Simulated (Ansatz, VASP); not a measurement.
**Cu: VASP beside Ansatz**

```
Cu
1.0
     2.53050    0.00000    0.00000
    -1.26525    2.19148    0.00000
     0.00000    0.00000    4.12986
Cu
2
Direct
  0.33333 0.66667 0.25000
  0.66667 0.33333 0.75000
```

Alike in both runs: task single point; functional r2SCAN; k mesh 18 × 18 × 8; occupations gaussian, width 0.15 eV; no spin polarisation.

|  | VASP | Ansatz |
| --- | --- | --- |
| version | VASP 6.6.1 | Ansatz 0.2.0 |
| potentials or method | VASP PAW PBE potentials, release 64 (Cu), cutoff 520 eV | scalar-relativistic, plane waves, PAW |
| valence electrons in the cell | 22 | 38 |

|  | VASP | Ansatz | Ansatz less VASP |
| --- | --- | --- | --- |
| gap on the k mesh at the Fermi level (eV) | none | none | - |
| pressure (GPa) | 0.8 | 0.0 | -0.80 |
| traceless stress, the component that is largest in VASP (GPa) | -0.12 | -0.12 | +0.004 |

VASP's potentials were made for PBE, not for r2SCAN. A gap of «none» marks a metal or a gap that the smearing closes. VASP's potentials hold 22 valence electrons a cell and Ansatz's 38, so a difference there can come from the potentials and not from the codes.
